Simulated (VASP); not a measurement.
# Zn (P6_3/mmc) in VASP: relaxation of cell and atoms with PBEsol

Aim: the relaxation of cell and atoms of Zn with PBEsol.

All numbers are computed with VASP 6.6.1; they aren't measurements. Logs are shortened: lines on timing, memory, paths and dates and some standing lists are left out, and cuts for length are marked.

## Step 1: The cell of the first run

It takes space group P6_3/mmc (No. 194, hexagonal). Conventional cell: a = 2.732 Å, b = 2.732 Å, c = 8.678 Å, α = 90.00°, β = 90.00°, γ = 120.00°. Zn (site symmetry -3m) has 12 Zn at 2.68 to 2.73 Å within 3.5 Å. Within 3.5 Å of Zn (site symmetry -6m2) lie 12 Zn at 2.68 to 2.73 Å.

## Step 2: Relaxation of cell and atoms, PBEsol

File INCAR:

```
ALGO = Fast
EDIFF = 1E-6
EDIFFG = -0.01
ENCUT = 600
GGA = PS
IBRION = 2
ISIF = 3
ISMEAR = 0
LASPH = True
LCHARG = False
LREAL = False
LWAVE = False
NELM = 60
NSW = 80
PREC = Accurate
SIGMA = 0.1
```

File KPOINTS:

```
k-points
0
Gamma
  18 18 6
```

File POSCAR:

```
Zn
1.0
    2.7324606610      0.0000000000      0.0000000000
   -1.3662303305      2.3663803473      0.0000000000
    0.0000000000      0.0000000000      8.6783782568
Zn
4
Direct
    0.0000000000      0.0000000000      0.0000000000
    0.3333333333      0.6666666667      0.2500000000
    0.0000000000      0.0000000000      0.5000000000
    0.6666666667      0.3333333333      0.7500000000
```

Potentials or basis: VASP PAW PBE potentials, release 64 (Zn).

Launch:

```
> cat potpaw_PBE.64/Zn/POTCAR > POTCAR
> mpirun -np 1 vasp_std > vasp.out
```

OUTCAR:

```text
EDIFF = 1E-6
   EDIFFG = -0.01
   ENCUT = 600
   GGA = PS
   IBRION = 2
   ISIF = 3
   ISMEAR = 0
   LASPH = True
   LREAL = False
   NELM = 60
   NSW = 80
   PREC = Accurate

 ion  position               nearest neighbor table
   1  0.000  0.000  0.000-   2 2.68   4 2.68   4 2.68   2 2.68   4 2.68   2 2.68
   2  0.333  0.667  0.250-   1 2.68   3 2.68   1 2.68   3 2.68   1 2.68   3 2.68
   3  0.000  0.000  0.500-   2 2.68   4 2.68   4 2.68   2 2.68   4 2.68   2 2.68
   4  0.667  0.333  0.750-   1 2.68   3 2.68   1 2.68   3 2.68   1 2.68   3 2.68

  LATTYP: Found a hexagonal cell.
 ALAT       =     2.7324606610
 C/A-ratio  =     3.1760304478

  Lattice vectors:

 A1 = (   2.7324606610,   0.0000000000,   0.0000000000)
 A2 = (  -1.3662303305,   2.3663803473,   0.0000000000)
 A3 = (   0.0000000000,   0.0000000000,   8.6783782568)

Analysis of symmetry for initial positions (statically):
=====================================================================
 Subroutine PRICEL returns:
 Original cell was already a primitive cell.

 Routine SETGRP: Setting up the symmetry group for a
 hexagonal supercell.

 Subroutine GETGRP returns: Found 24 space group operations
 (whereof 12 operations were pure point group operations)
 out of a pool of 24 trial point group operations.

The static configuration has the point symmetry D_3d.
 The point group associated with its full space group is D_6h.

Analysis of symmetry for dynamics (positions and initial velocities):
=====================================================================
 Subroutine PRICEL returns:
 Original cell was already a primitive cell.

 Routine SETGRP: Setting up the symmetry group for a
 hexagonal supercell.

 Subroutine GETGRP returns: Found 24 space group operations
 (whereof 12 operations were pure point group operations)
 out of a pool of 24 trial point group operations.

The dynamic configuration has the point symmetry D_3d.
 The point group associated with its full space group is D_6h.

 Subroutine INISYM returns: Found 24 space group operations
 (whereof 12 operations are pure point group operations),
 and found     1 'primitive' translations

----------------------------------------------------------------------------------------

                                     Primitive cell

  volume of cell :      56.1148

  direct lattice vectors                    reciprocal lattice vectors
     2.732460661  0.000000000  0.000000000     0.365970502  0.211293168  0.000000000
    -1.366230331  2.366380347  0.000000000     0.000000000  0.422586336  0.000000000
[... 111 lines left out ...]
  Fermi-wavevector in a.u.,A,eV,Ry     =   1.554043  2.936715 32.858725  2.415048
  Thomas-Fermi vector in A             =   2.658186
   LORBIT       =      0    0 simple, 1 ext, 2 COOP (PROOUT), +10 PAW based schemes
   GGA     = PS    functional components
   LHFCALC =     F    Hartree Fock is set to
   AEXX    =    0.0000 exact exchange contribution
   IVDW    =     0    specifies the selected vdW correction
   LEPSILON=     F    determine dielectric tensor
   LRPA    =     F    only Hartree local field effects (RPA)
 conjugate gradient relaxation of ions
 non-spin polarized calculation
 RMM-DIIS sequential band-by-band and
 Gauss-broadening in eV      SIGMA  =   0.10
  energy-cutoff  :      600.00
  volume of cell :       56.11
 maximum number of plane-waves:      1919
 NGX is ok and might be reduce to    24
   NGX = 11   NGY = 11   NGZ = 35

--------------------------------------- Ionic step        1  -------------------------------------------

 number of electron      48.0000036 magnetization

 Free energy of the ion-electron system (eV)
  ---------------------------------------------------
  ext. energy  EPLUGINS =         0.00000000
  ---------------------------------------------------
  free energy    TOTEN  =        -6.25644717 eV

  energy without entropy =       -6.25110465  energy(sigma->0) =       -6.25377591

------------------------ aborting loop because EDIFF is reached ----------------------------------------

  FORCE on cell =-STRESS in cart. coord.  units (eV):
  Direction    XX          YY          ZZ          XY          YZ          ZX
  --------------------------------------------------------------------------------------
  -------------------------------------------------------------------------------------
  Total       -0.0027392     -0.0027392      0.4061515      0.0000000     -0.0000000      0.0000000
  in kB       -0.0782084     -0.0782084     11.5963579      0.0000000     -0.0000000      0.0000000
  external PRESSURE =       3.8133137 kB  Pullay stress =       0.0000000 kB
[... 95 lines left out ...]
  FREE ENERGIE OF THE ION-ELECTRON SYSTEM (eV)
  ---------------------------------------------------
  free  energy   TOTEN  =        -6.2586873823 eV

  energy  without entropy=       -6.2530673401  energy(sigma->0) =       -6.25587736

[... ionic steps 4 to 23 ...]

--------------------------------------- Ionic step       24  -------------------------------------------

 number of electron      48.0000014 magnetization

------------------------ aborting loop because EDIFF is reached ----------------------------------------
[... 71 lines left out ...]
--------------------------------------- Ionic step       26  -------------------------------------------

 number of electron      48.0000017 magnetization

 Free energy of the ion-electron system (eV)
  ---------------------------------------------------
  ext. energy  EPLUGINS =         0.00000000
  ---------------------------------------------------
  free energy    TOTEN  =        -6.31089773 eV

  energy without entropy =       -6.30870841  energy(sigma->0) =       -6.30980307

 E-fermi :   3.3617     XC(G=0): -11.9976

 val. band max:        3.3307059662   @ k =   0.0000   0.0000   0.5000
 cond. band min:       3.3631957662   @ k =   0.3333   0.2778   0.0000
 fundamental gap:      0.0324898000
 Fermi energy:         3.3617090033

 k-point     1 :       0.0000    0.0000    0.0000
  band No.  band energies     occupation
      1      -7.5354      2.00000
      2      -6.2449      2.00000
      3      -6.2382      2.00000
      4      -5.5708      2.00000
      5      -4.7576      2.00000
      6      -4.4849      2.00000
[... 733 lines left out ...]
     27       5.8174      0.00000
     28       6.7365      0.00000

 [... further k-points ...]
[... 5 lines left out ...]
  --------------------------------------------------------------------------------------
  -------------------------------------------------------------------------------------
  Total       -0.0313777     -0.0313777      0.0133568      0.0000000     -0.0000000      0.0000000
  in kB       -0.8747917     -0.8747917      0.3723792      0.0000000     -0.0000000      0.0000000
  external PRESSURE =      -0.4590681 kB  Pullay stress =       0.0000000 kB
[... 19 lines left out ...]
  FREE ENERGIE OF THE ION-ELECTRON SYSTEM (eV)
  ---------------------------------------------------
  free  energy   TOTEN  =        -6.3108977309 eV

  energy  without entropy=       -6.3087084137  energy(sigma->0) =       -6.30980307

 reached required accuracy - stopping structural energy minimisation
```

Run time: 22 min. Hardware: 1 thread of Intel Xeon 6975P-C (Granite Rapids), shared host; peak memory 0.36 GiB.

What came out:

| Property | Result |
| --- | --- |
| Free energy | -6.3109 eV |
| Relaxed volume | 14.37 Å³/atom |
| Relaxed cell | a = 2.594 Å, b = 2.594 Å, c = 9.861 Å, α = 90.00°, β = 90.00°, γ = 120.00° |
| Space group after relaxing (to 0.1 Å) | P6_3/mmc (No. 194) |
| Energy gained by relaxing | 13.6 meV/atom |
| Ionic steps | 26 |
| Pressure after relaxing | 0.0 GPa |
| Band gap on the k mesh | zero (bands 24 and 25 overlap by 5.08 eV) |

Stress tensor (GPa, compression positive):
```
-0.09  0.00  0.00
 0.00 -0.09  0.00
 0.00  0.00  0.04
```

The path:
```tsv
step	energy change (eV)	largest force (eV/Å)	pressure (GPa)	volume (Å³)
1	0.0000	0.0000	0.38	56.11
2	-0.0018	0.0000	0.24	56.39
3	-0.0022	0.0000	-1.15	57.20
4	-0.0028	0.0000	-1.02	56.95
5	-0.0027	0.0000	-0.58	56.67
6	-0.0038	0.0000	-0.25	56.63
7	-0.0072	0.0000	-0.35	56.51
8	-0.0100	0.0000	0.06	56.26
9	-0.0075	0.0000	1.53	55.69
10	0.0174	0.0000	6.49	54.30
11	-0.0099	0.0000	1.92	55.57
12	-0.0228	0.0000	3.89	54.97
13	-0.0230	0.0000	3.76	54.97
14	-0.0236	0.0000	3.88	54.97
15	-0.0242	0.0000	4.09	54.97
16	-0.0250	0.0000	4.09	55.00
17	-0.0272	0.0000	3.85	55.09
18	-0.0313	0.0000	3.54	55.27
19	-0.0385	0.0000	3.05	55.63
20	-0.0488	0.0000	1.71	56.35
21	-0.0539	0.0000	-0.43	57.81
22	-0.0544	0.0000	-0.22	57.53
23	-0.0543	0.0000	0.21	57.29
24	-0.0544	0.0000	0.05	57.42
25	-0.0545	0.0000	0.09	57.47
26	-0.0545	0.0000	-0.05	57.47
```

Final structure:
```
Zn
1.0
     2.59413    0.00000    0.00000
    -1.29706    2.24658    0.00000
     0.00000    0.00000    9.86081
Zn
4
Cartesian
  0.0000 0.0000 0.0000
  0.0000 1.4977 2.4652
  0.0000 0.0000 4.9304
  1.2971 0.7489 7.3956
```

Levels at points of the mesh, in eV from the Fermi level:
```tsv
k point	band 20	band 21	band 22	band 23	band 24	band 25	band 26	band 27	band 28
(0.00, 0.00, 0.00)	-7.26	-7.26	-7.16	-7.16	-4.06	-3.27	4.30	4.30	13.31
(0.50, 0.00, 0.00)	-6.93	-2.92	-2.43	-2.01	-1.66	0.11	0.22	3.03	3.94
(0.00, 0.00, 0.50)	-7.19	-7.19	-7.19	-6.43	-6.43	-0.03	-0.03	9.22	9.22
(0.50, 0.00, 0.50)	-6.93	-2.70	-2.70	-1.91	-1.91	0.77	0.77	2.00	2.00
```

Caveat: the PAW data sets were made with another functional, which shifts forces and pressure a little.
